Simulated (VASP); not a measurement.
Write the native input for VASP 6.6.1 that does the following.

```
Task                   : single point
Functional             : PBE
Potentials or basis    : VASP PAW PBE potentials, release 64 (Hf_pv, N, O)
Cutoff                 : 520 eV
k mesh                 : 6 × 6 × 4
Occupations            : gaussian, width 0.2 eV
Spin                   : no spin polarisation
Dipole correction      : no
Further INCAR settings : ALGO = Normal; EDIFF = 1e-06; NBANDS = 41
```

The structure of Hf2NO lies in POSCAR:

```
Hf2NO
1.0
    3.2244755746      0.0000000000      0.0000000000
    0.0000000000      3.2244755746      0.0000000000
    0.0000000000      0.0000000000      9.1100769697
Hf N O
4 2 2
Direct
    0.0000000000      0.0000000000      0.2500000000
    0.0000000000      0.0000000000      0.7500000000
    0.5000000000      0.5000000000      0.0000000000
    0.5000000000      0.5000000000      0.5000000000
    0.0000000000      0.0000000000      0.0000000000
    0.0000000000      0.0000000000      0.5000000000
    0.5000000000      0.5000000000      0.2500000000
    0.5000000000      0.5000000000      0.7500000000
```

The input as run:

INCAR

```
ALGO = Normal ; EDIFF = 1E-6
ENCUT = 520 ; GGA = PE
ISIF = 2 ; ISMEAR = 0
LASPH = T ; LCHARG = F
LREAL = F ; LWAVE = F
NBANDS = 41 ; NELM = 60
PREC = Accurate ; SIGMA = 0.2
```

KPOINTS

```
k-points
0
Gamma
  6 6 4
```

Potentials or basis: VASP PAW PBE potentials, release 64 (Hf_pv, N, O).

Run with:

```sh
$ cat potpaw_PBE.64/Hf_pv/POTCAR potpaw_PBE.64/N/POTCAR potpaw_PBE.64/O/POTCAR > POTCAR
$ mpirun -np 1 vasp_std > vasp.out
```

Results of the run:

The pressure is -2.6 GPa. The band gap on the k mesh is zero (band 31 reaches 9.95 eV, above the bottom of band 32 at 6.12 eV).

Caveat: spin-orbit coupling is left out, which moves the levels of the heavy elements.

Wall time 99 s on 1 thread of Intel(R) Xeon(R) Platinum 8488C (Sapphire Rapids) (shared host), peak memory 0.24 GiB.
